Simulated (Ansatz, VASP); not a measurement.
# Mg in VASP and in Ansatz

File POSCAR:

```
Mg
1.0
   -1.8359916300      1.8359916300      1.6794040200
    1.8359916300     -1.8359916300      1.6794040200
    1.8359916300      1.8359916300     -1.6794040200
Mg
1
Direct
    0.0000000000      0.0000000000      0.0000000000
```

INCAR.step1

```
PREC = Accurate
ENCUT = 660
ISMEAR = -5
SIGMA = 0.1
LREAL = F
LASPH = T
NELM = 120
NBANDS = 7
GGA = PE
ALGO = Normal
EDIFF = 1E-5
LWAVE = T
LCHARG = F
GGA_COMPAT = F
```

File INCAR.step2:

```
PREC = Accurate
ENCUT = 660
EDIFF = 1E-6
ISMEAR = -5
SIGMA = 0.1
LREAL = F
LASPH = T
NELM = 120
ALGO = Normal
ISIF = 2
LWAVE = F
LCHARG = T
METAGGA = R2SCAN
LMIXTAU = T
LELF = T
LVHAR = T
NBANDS = 7
ISTART = 1
GGA_COMPAT = F
```

The input KPOINTS:

```
Automatic mesh
0
Gamma
  6 6 6
```

Input for Ansatz:

```yaml
crystal:
  lattice:
    - [-1.83599163, 1.83599163, 1.67940402]
    - [1.83599163, -1.83599163, 1.67940402]
    - [1.83599163, 1.83599163, -1.67940402]
  atoms:
    - { symbol: Mg, position: [0.0, 0.0, 0.0] }
basis:
  ecutwfc: 500
kpoints:
  mp_grid: { grid: [6, 6, 6] }
hamiltonian:
  xc: r2scan
scf:
  occupations: { method: tetrahedron }
  n_extra_bands: 8
  max_iter: 91
output:
  forces: true
  stress: true
  eigenvalues: true
```

Alike in both runs: task single point; functional r2SCAN; k mesh 6 × 6 × 6; occupations tetrahedron; no spin polarisation.

|  | VASP | Ansatz |
| --- | --- | --- |
| version | VASP 6.6.1 | Ansatz 0.2.0 |
| potentials or method | VASP PAW PBE potentials, release 64 (Mg), cutoff 660 eV | scalar-relativistic, plane waves, PAW |
| valence electrons in the cell | 2 | 10 |

```tsv
	VASP	Ansatz	Ansatz less VASP
gap on the k mesh at the Fermi level (eV)	none	none	-
pressure (GPa)	-1.1	-0.7	+0.34
traceless stress, the component that is largest in VASP (GPa)	0.27	0.00	-0.268
```

VASP's potentials were made for PBE, not for r2SCAN. A gap of «none» marks a metal or a gap that the smearing closes. VASP's potentials hold 2 valence electrons a cell and Ansatz's 10, so a difference there can come from the potentials and not from the codes. Ansatz's warnings: band table not solved further, tetrahedron derivatives may miss energy slope.

The k mesh is coarse, so the values compare programs but aren't converged.
